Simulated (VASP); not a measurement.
# Ir (P6_3/mmc) in VASP: single point with r2SCAN

Aim: the single point of Ir with r2SCAN.

Everything below comes from runs of VASP 6.6.1. Logs are shortened: lines on timing, memory, paths and dates and some standing lists are left out, and cuts for length are marked.

### Step 1. The cell of the first run

It takes space group P6_3/mmc (No. 194, hexagonal). The conventional cell has a = 2.723 Å, b = 2.723 Å, c = 4.445 Å, α = 90.00°, β = 90.00°, γ = 120.00°. Ir (site symmetry -6m2) has 12 Ir at 2.72 Å within 3.6 Å.

This isn't the form of Ir at room conditions, which is fcc.

### Step 2. Single point, r2SCAN

Contents of POSCAR:

```
Ir
1.0
    2.7226443278      0.0000000000      0.0000000000
   -1.3613221639      2.3578791533      0.0000000000
    0.0000000000      0.0000000000      4.4448990357
Ir
2
Direct
    0.3333333333      0.6666666667      0.2500000000
    0.6666666667      0.3333333333      0.7500000000
```

Contents of INCAR.step1:

```
SYSTEM = Ir
PREC = Accurate ; ENCUT = 620
ISMEAR = 0 ; SIGMA = 0.1
LREAL = .False. ; LASPH = .True.
NELM = 120 ; NBANDS = 24
GGA = PE ; ALGO = Normal
EDIFF = 1E-5 ; LWAVE = .True.
LCHARG = .False. ; GGA_COMPAT = .False.
```

Contents of INCAR.step2:

```
SYSTEM = Ir
PREC = Accurate ; ENCUT = 620
EDIFF = 1E-6 ; ISMEAR = 0
SIGMA = 0.1 ; LREAL = .False.
LASPH = .True. ; NELM = 120
ALGO = Normal ; ISIF = 2
LWAVE = .False. ; LCHARG = .True.
METAGGA = R2SCAN ; LMIXTAU = .True.
LELF = .True. ; LVHAR = .True.
NBANDS = 24 ; ISTART = 1
GGA_COMPAT = .False.
```

Contents of KPOINTS:

```
regular mesh
0
Gamma
  12 12 6
  0 0 0
```

Potentials or basis: VASP PAW PBE potentials, release 64 (Ir_sv_GW).

On the command line:

```sh
cat potpaw_PBE.64/Ir_sv_GW/POTCAR > POTCAR
cp INCAR.step1 INCAR
mpirun -np 1 vasp_std > vasp.out
cp INCAR.step2 INCAR
mpirun -np 1 vasp_std > vasp.out
```

OUTCAR:

```text
SYSTEM = Ir
   PREC = Accurate
   ENCUT = 620
   EDIFF = 1E-6
   ISMEAR = 0
   LREAL = .False.
   LASPH = .True.
   NELM = 120
   ISIF = 2
   METAGGA = R2SCAN
   ISTART = 1

 ion  position               nearest neighbor table
   1  0.333  0.667  0.250-   2 2.72   2 2.72   2 2.72   2 2.72   2 2.72   2 2.72
   2  0.667  0.333  0.750-   1 2.72   1 2.72   1 2.72   1 2.72   1 2.72   1 2.72

  LATTYP: Found a hexagonal cell.
 ALAT       =     2.7226443278
 C/A-ratio  =     1.6325669094

  Lattice vectors:

 A1 = (   2.7226443278,   0.0000000000,   0.0000000000)
 A2 = (  -1.3613221639,   2.3578791533,   0.0000000000)
 A3 = (   0.0000000000,   0.0000000000,   4.4448990357)

Analysis of symmetry for initial positions (statically):
=====================================================================
 Subroutine PRICEL returns:
 Original cell was already a primitive cell.

 Routine SETGRP: Setting up the symmetry group for a
 hexagonal supercell.

 Subroutine GETGRP returns: Found 24 space group operations
 (whereof 12 operations were pure point group operations)
 out of a pool of 24 trial point group operations.

The static configuration has the point symmetry D_3d.
 The point group associated with its full space group is D_6h.

Analysis of symmetry for dynamics (positions and initial velocities):
=====================================================================
 Subroutine PRICEL returns:
 Original cell was already a primitive cell.

 Routine SETGRP: Setting up the symmetry group for a
 hexagonal supercell.

 Subroutine GETGRP returns: Found 24 space group operations
 (whereof 12 operations were pure point group operations)
 out of a pool of 24 trial point group operations.

The dynamic configuration has the point symmetry D_3d.
 The point group associated with its full space group is D_6h.

 Subroutine INISYM returns: Found 24 space group operations
 (whereof 12 operations are pure point group operations),
 and found     1 'primitive' translations

----------------------------------------------------------------------------------------

                                     Primitive cell

  volume of cell :      28.5348

  direct lattice vectors                    reciprocal lattice vectors
     2.722644328  0.000000000  0.000000000     0.367289987  0.212054973  0.000000000
    -1.361322164  2.357879153  0.000000000     0.000000000  0.424109946  0.000000000
     0.000000000  0.000000000  4.444899036     0.000000000  0.000000000  0.224976989

  length of vectors
     2.722644328  2.722644328  4.444899036     0.424109946  0.424109946  0.224976989

  position of ions in fractional coordinates (direct lattice)
     0.333333333  0.666666667  0.250000000
     0.666666667  0.333333333  0.750000000

  ion indices of the primitive-cell ions
   primitive index   ion index
                 1           1
                 2           2

----------------------------------------------------------------------------------------

 KPOINTS: regular mesh

Automatic generation of k-mesh.
 Grid dimensions read from file:
 generate k-points for:   12   12    6

 Generating k-lattice:

  Cartesian coordinates                     Fractional coordinates (reciprocal lattice)
     0.030607499  0.017671248  0.000000000     0.083333333  0.000000000  0.000000000
     0.000000000  0.035342495  0.000000000     0.000000000  0.083333333  0.000000000
     0.000000000  0.000000000  0.037496165     0.000000000  0.000000000  0.166666667

  Length of vectors
     0.035342495  0.035342495  0.037496165

  Shift w.r.t. Gamma in fractional coordinates (k-lattice)
     0.000000000  0.000000000  0.000000000

 Subroutine IBZKPT returns following result:
 ===========================================

 Found     76 irreducible k-points:

 Following reciprocal coordinates:
            Coordinates               Weight
  0.000000  0.000000  0.000000      1.000000
  0.083333 -0.000000  0.000000      6.000000
  0.166667 -0.000000  0.000000      6.000000
  0.250000 -0.000000  0.000000      6.000000
  0.333333 -0.000000  0.000000      6.000000
  0.416667 -0.000000  0.000000      6.000000
[... 16 lines left out ...]
  0.250000 -0.000000  0.166667     12.000000
  0.333333 -0.000000  0.166667     12.000000
 [... further k-points ...]
   k-points           NKPTS =     76   k-points in BZ     NKDIM =     76   number of bands    NBANDS=     24
   number of dos      NEDOS =    301   number of ions     NIONS =      2
   total plane-waves  NPLWV =  20736
   dimension x,y,z NGX =    24 NGY =   24 NGZ =   36
   dimension x,y,z NGXF=    48 NGYF=   48 NGZF=   72
   ions per type =               2
   NGX,Y,Z   is equivalent  to a cutoff of  14.65, 14.65, 13.46 a.u.
   NGXF,Y,Z  is equivalent  to a cutoff of  29.31, 29.31, 26.93 a.u.
 SYSTEM =  Ir
   PREC   = accura    normal or accurate (medium, high low for compatibility)
   ISTART =      1    job   : 0-new  1-cont  2-samecut
   ICHARG =      0    charge: 1-file 2-atom 10-const
   ISPIN  =      1    spin polarized calculation?
   LNONCOLLINEAR =      F non collinear calculations
   LSORBIT =      F    spin-orbit coupling
   LASPH  =      T    aspherical Exc in radial PAW
   ENCUT  =  620.0 eV  45.57 Ry    6.75 a.u.   5.53  5.53  9.02*2*pi/ulx,y,z
   NELM   =    120;   NELMIN=  2; NELMDL=  0     # of ELM steps
   EDIFF  = 0.1E-05   stopping-criterion for ELM
   LREAL  =      F    real-space projection
   EDIFFG = 0.1E-04   stopping-criterion for IOM
   NSW    =      0    number of steps for IOM
   IBRION =     -1    ionic relax: 0-MD 1-quasi-New 2-CG
   NFREE  =      0    steps in history (QN), initial steepest desc. (CG)
   ISIF   =      2    stress and relaxation
   ISYM   =      2    0-nonsym 1-usesym 2-fastsym
   POTIM  = 0.5000    time-step for ionic-motion
   TEBEG  =    0.0;   TEEND  =   0.0 temperature during run
   PSTRESS=    0.0 pullay stress
   NELECT =      34.0000    total number of electrons
   NUPDOWN=      -1.0000    fix difference up-down
   EMIN   =  10.00;   EMAX   =-10.00  energy-range for DOS
   EFERMI =   0.00;   METHOD = LEGACY
   ISMEAR =     0;   SIGMA  =   0.10  broadening in eV -4-tet -1-fermi 0-gaus
   EFERMI_NEDOS =   21; number of points for ismear=-14 and -15
   IALGO  =     38    algorithm
   IMIX   =      4    mixing-type and parameters
     AMIX     =   0.40;   BMIX     =  1.00
     AMIX_MAG =   1.60;   BMIX_MAG =  1.00
  volume/ion in A,a.u.               =      14.27        96.28
  Fermi-wavevector in a.u.,A,eV,Ry     =   1.735574  3.279758 40.983680  3.012215
  Thomas-Fermi vector in A             =   2.809153
   LORBIT       =      0    0 simple, 1 ext, 2 COOP (PROOUT), +10 PAW based schemes
   METAGGA = R2SCAN    functional components
   LHFCALC =     F    Hartree Fock is set to
   AEXX    =    0.0000 exact exchange contribution
   IVDW    =     0    specifies the selected vdW correction
   LEPSILON=     F    determine dielectric tensor
   LRPA    =     F    only Hartree local field effects (RPA)
 non-spin polarized calculation
 Gauss-broadening in eV      SIGMA  =   0.10
  energy-cutoff  :      620.00
  volume of cell :       28.53
 maximum number of plane-waves:      1038
 NGX is ok and might be reduce to    24
   NGX = 11   NGY = 11   NGZ = 19

 number of electron      34.0000000 magnetization

 Free energy of the ion-electron system (eV)
  ---------------------------------------------------
  ext. energy  EPLUGINS =         0.00000000
  ---------------------------------------------------
  free energy    TOTEN  =      -105.65087290 eV

  energy without entropy =     -105.63847818  energy(sigma->0) =     -105.64467554

 E-fermi :  12.6359     XC(G=0): -15.8418

 val. band max:       12.6043915791   @ k =   0.3333   0.1667   0.1667
 cond. band min:      12.6385864090   @ k =   0.3333   0.2500   0.3333
 fundamental gap:      0.0341948299
 Fermi energy:        12.6358906169

 k-point     1 :       0.0000    0.0000    0.0000
  band No.  band energies     occupation
      1     -82.5098      2.00000
      2     -82.4373      2.00000
      3     -39.1413      2.00000
      4     -38.4282      2.00000
      5     -38.4282      2.00000
      6     -38.3194      2.00000
[... 16 lines left out ...]
     23      28.9768      0.00000
     24      30.1412      0.00000

 k-point     2 :       0.0833   -0.0000    0.0000
  band No.  band energies     occupation
      1     -82.5057      2.00000
      2     -82.4355      2.00000
      3     -39.1235      2.00000
      4     -38.4708      2.00000
      5     -38.4417      2.00000
      6     -38.3564      2.00000
[... 16 lines left out ...]
     23      29.3479      0.00000
     24      30.6055      0.00000

 k-point     3 :       0.1667   -0.0000    0.0000
  band No.  band energies     occupation
      1     -82.4937      2.00000
      2     -82.4303      2.00000
      3     -39.0729      2.00000
      4     -38.5864      2.00000
      5     -38.4779      2.00000
      6     -38.4745      2.00000
[... 16 lines left out ...]
     23      29.9759      0.00000
     24      30.8917      0.00000

 k-point     4 :       0.2500   -0.0000    0.0000
  band No.  band energies     occupation
      1     -82.4766      2.00000
      2     -82.4233      2.00000
      3     -38.9964      2.00000
      4     -38.7439      2.00000
      5     -38.6316      2.00000
      6     -38.5255      2.00000
[... 16 lines left out ...]
     23      28.8826      0.00000
     24      29.2035      0.00000

 k-point     5 :       0.3333   -0.0000    0.0000
  band No.  band energies     occupation
      1     -82.4587      2.00000
      2     -82.4174      2.00000
      3     -38.9066      2.00000
      4     -38.9010      2.00000
      5     -38.7843      2.00000
      6     -38.5717      2.00000
[... 451 lines left out ...]
 k-point    22 :       0.1667   -0.0000    0.1667
  band No.  band energies     occupation
      1     -82.4894      2.00000
      2     -82.4344      2.00000
      3     -39.0327      2.00000
      4     -38.5730      2.00000
      5     -38.5106      2.00000
      6     -38.4687      2.00000
[... 16 lines left out ...]
     23      29.7072      0.00000
     24      30.4459      0.00000

 k-point    23 :       0.2500   -0.0000    0.1667
  band No.  band energies     occupation
      1     -82.4731      2.00000
      2     -82.4267      2.00000
      3     -38.9814      2.00000
      4     -38.7165      2.00000
      5     -38.6606      2.00000
      6     -38.5150      2.00000
[... 16 lines left out ...]
     23      29.0102      0.00000
     24      29.6499      0.00000

 k-point    24 :       0.3333   -0.0000    0.1667
  band No.  band energies     occupation
      1     -82.4559      2.00000
      2     -82.4200      2.00000
      3     -38.9784      2.00000
      4     -38.8335      2.00000
      5     -38.7746      2.00000
      6     -38.5601      2.00000
[... 16 lines left out ...]
     23      27.6237      0.00000
     24      27.7885      0.00000

 [... further k-points ...]
[... 5 lines left out ...]
  --------------------------------------------------------------------------------------
  -------------------------------------------------------------------------------------
  Total       -0.2115645     -0.2115645     -0.1696851      0.0000000      0.0000000      0.0000000
  in kB      -11.8789784    -11.8789784     -9.5275240      0.0000000      0.0000000      0.0000000
  external PRESSURE =     -11.0951603 kB  Pullay stress =       0.0000000 kB

 VOLUME and BASIS-vectors are now :
 -----------------------------------------------------------------------------
  energy-cutoff  :      620.00
  volume of cell :       28.53
      direct lattice vectors                 reciprocal lattice vectors
     2.722644328  0.000000000  0.000000000     0.367289987  0.212054973  0.000000000
    -1.361322164  2.357879153  0.000000000     0.000000000  0.424109946  0.000000000
     0.000000000  0.000000000  4.444899036     0.000000000  0.000000000  0.224976989

 POSITION                                       TOTAL-FORCE (eV/Angst)
 -----------------------------------------------------------------------------------
     -0.00000      1.57192      1.11122         0.000000     -0.000000      0.000000
      1.36132      0.78596      3.33367        -0.000000      0.000000      0.000000
 -----------------------------------------------------------------------------------
    total drift:                               -0.000001      0.000000     -0.000000

  FREE ENERGIE OF THE ION-ELECTRON SYSTEM (eV)
  ---------------------------------------------------
  free  energy   TOTEN  =      -105.6508729042 eV

  energy  without entropy=     -105.6384781773  energy(sigma->0) =     -105.64467554
```

Wall time 3.7 min (1 thread of AMD EPYC 7R13 (Zen 3), shared host); peak memory 0.18 GiB.

What came out:

* Free energy: -105.6509 eV
* Pressure: -1.1 GPa
* Band gap on the k mesh: zero (bands 17 and 18 overlap by 3.46 eV)

Caveat: the PAW data sets were made with another functional, which shifts forces and pressure a little; spin-orbit coupling is left out, which moves the levels of the heavy elements.

The gap in the log of VASP goes by the Fermi energy; the results here count the filled bands.